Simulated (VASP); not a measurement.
Here is a VASP 6.6.1 calculation.

File INCAR:

```
ALGO = Normal
EDIFF = 1E-6
ENCUT = 520
GGA = CA
ISIF = 2
ISMEAR = -1
LASPH = True
LCHARG = False
LREAL = False
LWAVE = False
NBANDS = 38
NELM = 100
PREC = Accurate
SIGMA = 0.03
```

KPOINTS

```
k-points
0
Gamma
  12 12 7
```

The input POSCAR:

```
BiRh
1.0
    4.0940008647      0.0000000000      0.0000000000
   -2.0470004323      3.5455087519      0.0000000000
    0.0000000000      0.0000000000      5.5497400000
Bi Rh
2 2
Direct
    0.3333333333      0.6666666667      0.2500000000
    0.6666666667      0.3333333333      0.7500000000
    0.0000000000      0.0000000000      0.0000000000
    0.0000000000      0.0000000000      0.5000000000
```

Potentials or basis: VASP PAW LDA potentials, release 64 (Bi_d, Rh_pv).

Launch:

```bash
$ cat potpaw_LDA.64/Bi_d/POTCAR potpaw_LDA.64/Rh_pv/POTCAR > POTCAR
$ mpirun -np 1 vasp_std > vasp.out
```

Problem. What does it give for the pressure?

Solution. 0.6 GPa.

Problem. What does it give for the band gap on the k mesh?

Solution. Zero (bands 30 and 31 overlap by 2.49 eV).

Stress tensor (GPa, compression positive):
```
0.07 0.00 0.00
0.00 0.07 0.00
0.00 0.00 1.54
```

Caveat: the cell differs from its parent crystal (zz strain of -2 %); spin-orbit coupling is left out, which moves the levels of the heavy elements.
